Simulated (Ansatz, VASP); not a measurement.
**Two plane-wave programs on MgC**

```
CELL_PARAMETERS angstrom
3.54937 0.00000 0.00000
-1.77468 3.07384 0.00000
0.00000 0.00000 9.07195
ATOMIC_POSITIONS crystal
Mg 0.00000 0.00000 0.00000
Mg 0.33333 0.66667 0.25000
Mg 0.00000 0.00000 0.50000
Mg 0.66667 0.33333 0.75000
C 0.66667 0.33333 0.17153
C 0.66667 0.33333 0.32847
C 0.33333 0.66667 0.67153
C 0.33333 0.66667 0.82847
```

Alike in both runs: functional PBE; k mesh 12 × 12 × 4; occupations gaussian, width 0.1 eV; no spin polarisation.

Ansatz relaxed the structure, and its values are those at the end. VASP's run is a single point on that final structure, the one shown.

```csv
,VASP,Ansatz
version,VASP 6.6.1,Ansatz 0.2.0
potentials or method,"VASP PAW PBE potentials, release 64 (Mg, C), cutoff 520 eV","scalar-relativistic, plane waves, PAW"
valence electrons in the cell,24,56
```

|  | VASP | Ansatz | Ansatz less VASP |
| --- | --- | --- | --- |
| gap on the k mesh at the Fermi level (eV) | none | none | - |
| pressure (GPa) | -0.1 | 0.0 | +0.07 |
| rms of the force components (eV/Å) | 0.034 | 0.000 | -0.0342 |

A gap of «none» marks a metal or a gap that the smearing closes. With one functional, cell and mesh, what is left measures potentials, basis and numerics. VASP's potentials hold 24 valence electrons a cell and Ansatz's 56, so a difference there can come from the potentials and not from the codes.
